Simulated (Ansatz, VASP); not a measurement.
**TaN: VASP beside Ansatz**

The input INCAR:

```
  PREC = Accurate
  ENCUT = 520
  EDIFF = 1E-7
  ISMEAR = -1
  SIGMA = 0.03
  LREAL = F
  LASPH = T
  NELM = 80
  ALGO = Normal
  ISIF = 2
  LWAVE = F
  LCHARG = F
  GGA = PE
  NBANDS = 33
```

The input KPOINTS:

```
Automatic mesh
0
Gamma
  5 5 8
```

Contents of POSCAR:

```
TaN
1.0
    5.1849992558      0.0518499926      0.0518499926
   -2.5475962172      4.4644160778      0.0189784145
    0.0290800000      0.0290800000      2.9080000000
Ta N
3 3
Direct
    0.0000000000      0.0000000000      0.0000000000
    0.3333333333      0.6666666667      0.5000000000
    0.6666666667      0.3333333333      0.5000000000
    0.5000000000      0.0000000000      0.0000000000
    0.5000000000      0.5000000000      0.0000000000
    0.0000000000      0.5000000000      0.0000000000
```

Input for Ansatz:

```yaml
crystal:
  lattice:
    - [5.1849992558, 0.0518499926, 0.0518499926]
    - [-2.5475962172, 4.4644160778, 0.0189784145]
    - [0.02908, 0.02908, 2.908]
  atoms:
    - { symbol: Ta, position: [0.0, 0.0, 0.0] }
    - { symbol: Ta, position: [0.3333333333, 0.6666666667, 0.5] }
    - { symbol: Ta, position: [0.6666666667, 0.3333333333, 0.5] }
    - { symbol: "N", position: [0.5, 0.0, 0.0] }
    - { symbol: "N", position: [0.5, 0.5, 0.0] }
    - { symbol: "N", position: [0.0, 0.5, 0.0] }
kpoints:
  mp_grid: { grid: [5, 5, 8] }
  band_path:
    path:
      - [0.0, 0.0, 0.0]
      - [0.0, -0.5, 0.0]
      - [0.0, 0.0, 0.5]
      - [0.0, 0.0, 0.0]
      - [-0.5, 0.0, 0.0]
      - [-0.5, 0.5, -0.5]
      - [0.0, 0.0, 0.0]
      - [-0.5, 0.0, -0.5]
      - [-0.5, 0.5, 0.0]
    npoints: 5
scf:
  occupations: { method: fermi_dirac, width: 0.03 }
hamiltonian:
  xc: pbe
  pseudopotentials: { kind: all_electron, lapw: { basis_error: 0.0005 } }
output:
  forces: true
  stress: true
  eigenvalues: true
```

Change from the starting cell: equal xy, yz and zx shear strains of +2 %.

Alike in both runs: task single point; functional PBE; k mesh 5 × 5 × 8; occupations fermi-dirac, width 0.03 eV; no spin polarisation.

```csv
,VASP,Ansatz
version,VASP 6.6.1,Ansatz 0.2.0
potentials or method,"VASP PAW PBE potentials, release 64 (Ta_pv, N), cutoff 520 eV","all-electron LAPW, scalar-relativistic"
```

```csv
,VASP,Ansatz,Ansatz less VASP
pressure (GPa),11.6,10.8,-0.80
"traceless stress, the component that is largest in VASP (GPa)",-4.15,-4.09,+0.062
rms of the force components (eV/Å),0.085,0.083,-0.0019
```

Atom by atom the forces differ by 0.002 eV/Å (rms over components). Ansatz ran all-electron here, and VASP with PAW potentials.

Neither program's run includes spin-orbit coupling.
